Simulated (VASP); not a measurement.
**N: single point with LDA**

N:

```xyz
4
Lattice="3.5804 0.0000 0.0000 -1.7902 3.1007 0.0000 0.0000 0.0000 7.6415" Properties=species:S:1:pos:R:3 pbc="T T T"
N     0.0000    2.0672    2.4573
N     0.0000    2.0672    1.3635
N     1.7902    1.0336    6.2780
N     1.7902    1.0336    5.1842
```

```json
{
  "Program": "VASP 6.6.1",
  "Task": "single point",
  "Functional": "LDA",
  "Potentials or basis": "VASP PAW LDA potentials, release 64 (N)",
  "Cutoff": "520 eV",
  "k mesh": "12 × 12 × 4",
  "Occupations": "gaussian, width 0.01 eV",
  "Spin": "no spin polarisation"
}
```

```yaml
Pressure: 1.6 GPa
Largest_force: 1.577 eV/Å
Band_gap_on_the_k_mesh: 6.85 eV (least direct gap 6.90 eV)
```

Forces on the atoms (eV/Å):
```
N    0.000  0.000  1.577
N    0.000  0.000 -1.577
N    0.000  0.000  1.577
N    0.000  0.000 -1.577
```

Stress tensor (GPa, compression positive):
```
-0.44  0.00  0.00
 0.00 -0.44  0.00
 0.00  0.00  5.71
```

Levels at points of the mesh, in eV from the valence-band top:
```tsv
k point	band 8	band 9	band 10	band 11	band 12	band 13
(0.00, 0.00, 0.00)	-1.57	-1.28	-0.08	8.29	8.29	8.55
(0.50, 0.00, 0.00)	-1.72	-0.42	-0.05	6.85	7.50	7.91
(0.00, 0.00, 0.50)	-1.60	-0.61	-0.61	8.42	8.42	8.42
(0.50, 0.00, 0.50)	-1.77	-0.26	-0.26	7.19	7.19	8.18
```

Wall time 39 s on 1 thread of Intel(R) Xeon(R) Platinum 8488C (Sapphire Rapids) (shared host), peak memory 0.19 GiB.

Caveat: the standard files for N, O and F lose accuracy on very short bonds; forces of over 1 eV/Å act on the atoms, so gaps and moduli don't describe the material at rest. A k mesh can miss the band edges.
